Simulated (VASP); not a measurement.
Input of a VASP 6.6.1 run:

Contents of INCAR:

```
SYSTEM = GaN
ALGO = Normal ; EDIFF = 1E-6
ENCUT = 600 ; GGA = PS
GGA_COMPAT = .False. ; ISIF = 2
ISMEAR = 0 ; LASPH = .True.
LCHARG = .True. ; LELF = .True.
LREAL = .False. ; LVHAR = .True.
LWAVE = .False. ; NBANDS = 16
NELM = 120 ; PREC = Accurate
SIGMA = 0.03
```

Contents of KPOINTS:

```
k-points
0
Gamma
  12 12 12
  0 0 0
```

File POSCAR:

```
GaN
1.0
    0.0000000000      1.9587504878      1.9587504878
    1.9587504878      0.0000000000      1.9587504878
    1.9587504878      1.9587504878      0.0000000000
Ga N
1 1
Direct
    0.0000000000      0.0000000000      0.0000000000
    0.5000000000      0.5000000000      0.5000000000
```

Potentials or basis: VASP PAW PBE potentials, release 64 (Ga_d, N).

Launch:

```console
$ cat potpaw_PBE.64/Ga_d/POTCAR potpaw_PBE.64/N/POTCAR > POTCAR
$ mpirun -np 1 vasp_std > vasp.out
```

Question: What does it give for the pressure?

Answer: 86.1 GPa.

Question: What does it give for the band gap on the k mesh?

Answer: 2.10 eV (least direct gap 5.71 eV).

Caveat: the cell stands under pressure; the PAW data sets were made with another functional, which shifts forces and pressure a little. A k mesh can miss the band edges.
